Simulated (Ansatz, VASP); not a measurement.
# C: VASP beside Ansatz

POSCAR

```
C
1.0
    2.0985692110     -1.2116819937      0.0000000000
    2.0985692110      1.2116819937      0.0000000000
   -1.3604312700      0.0000000000      3.4554887337
C
2
Direct
    0.1666444700      0.1666444700      0.9999069600
    0.8333555300      0.8333555300      0.0000930400
```

INCAR.step1

```
SYSTEM = C
PREC = Accurate
ENCUT = 520
EDIFF = 1E-5
ISMEAR = -1
SIGMA = 0.05
LREAL = .False.
LASPH = .True.
NELM = 60
ALGO = Normal
ISIF = 2
LWAVE = .True.
LCHARG = .False.
NBANDS = 11
GGA = PE
```

File INCAR.step2:

```
SYSTEM = C
PREC = Accurate
ENCUT = 520
EDIFF = 1E-6
ISMEAR = -1
SIGMA = 0.05
LREAL = .False.
LASPH = .True.
NELM = 60
ALGO = Normal
ISIF = 2
LWAVE = .False.
LCHARG = .False.
GGA = PE
LHFCALC = .True.
HFSCREEN = 0.2079
PRECFOCK = Normal
NBANDS = 11
ISTART = 1
```

KPOINTS

```
regular mesh
0
Gamma
  8 8 4
  0 0 0
```

File input:

```
crystal:
  lattice:
    - [2.098569211, -1.2116819937, 0.0]
    - [2.098569211, 1.2116819937, 0.0]
    - [-1.36043127, 0.0, 3.4554887337]
  atoms:
    - { symbol: C, position: [0.16664447, 0.16664447, 0.99990696] }
    - { symbol: C, position: [0.83335553, 0.83335553, 9.304e-05] }
hamiltonian:
  xc: hse06
  pseudopotentials: { kind: paw }
kpoints:
  mp_grid: { grid: [8, 8, 4] }
scf:
  occupations: { method: fermi_dirac, width: 0.05 }
output:
  forces: true
  stress: true
  eigenvalues: true
```

Alike in both runs: task single point; functional HSE06; k mesh 8 × 8 × 4; occupations fermi-dirac, width 0.05 eV; no spin polarisation.

```csv
,VASP,Ansatz
version,VASP 6.6.1,Ansatz 0.2.0
potentials or method,"VASP PAW PBE potentials, release 64 (C)",Ansatz PAW
plane-wave cutoff (eV),520,420
valence electrons in the cell,8,8
```

```csv
,VASP,Ansatz,Ansatz less VASP
gap on the k mesh at the Fermi level (eV),2.12,2.12,+0.001
least direct gap on the mesh (eV),2.12,2.12,+0.001
pressure (GPa),10.9,10.2,-0.63
"traceless stress, the component that is largest in VASP (GPa)",-8.98,-8.24,+0.741
rms of the force components (eV/Å),0.004,0.004,+0.0001
```

Atom by atom the forces differ by 0.000 eV/Å (rms over components). With one functional, cell and mesh, what is left measures potentials, basis and numerics.

The k mesh is coarse, so the values compare programs but aren't converged.
